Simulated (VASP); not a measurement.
A run of VASP 6.6.1:

INCAR

```
SYSTEM = Bi
PREC = Accurate
ENCUT = 520
EDIFF = 1E-6
ISMEAR = 0
SIGMA = 0.1
LREAL = .FALSE.
LASPH = .TRUE.
NELM = 80
ALGO = Normal
ISIF = 2
LWAVE = .FALSE.
LCHARG = .TRUE.
GGA = PE
LELF = .TRUE.
LVHAR = .TRUE.
NBANDS = 14
```

The input KPOINTS:

```
regular mesh
0
G
  14 14 14
  0 0 0
```

Contents of POSCAR:

```
Bi
1.0
   -1.9900370585      1.9900370585      1.9900370585
    1.9900370585     -1.9900370585      1.9900370585
    1.9900370585      1.9900370585     -1.9900370585
Bi
1
Direct
    0.0000000000      0.0000000000      0.0000000000
```

Potentials or basis: VASP PAW PBE potentials, release 64 (Bi_d).

Run with:

```bash
$ cat potpaw_PBE.64/Bi_d/POTCAR > POTCAR
$ mpirun -np 1 vasp_std > vasp.out
```

Hardware: 1 thread of Intel Xeon 6975P-C, on a shared host.

Problem. Estimate the wall time of this run.

Solution. Wall time 34 s on 1 thread of Intel Xeon 6975P-C, on a shared host, peak memory 0.18 GiB. Counts: scf iterations 10, k points 104.
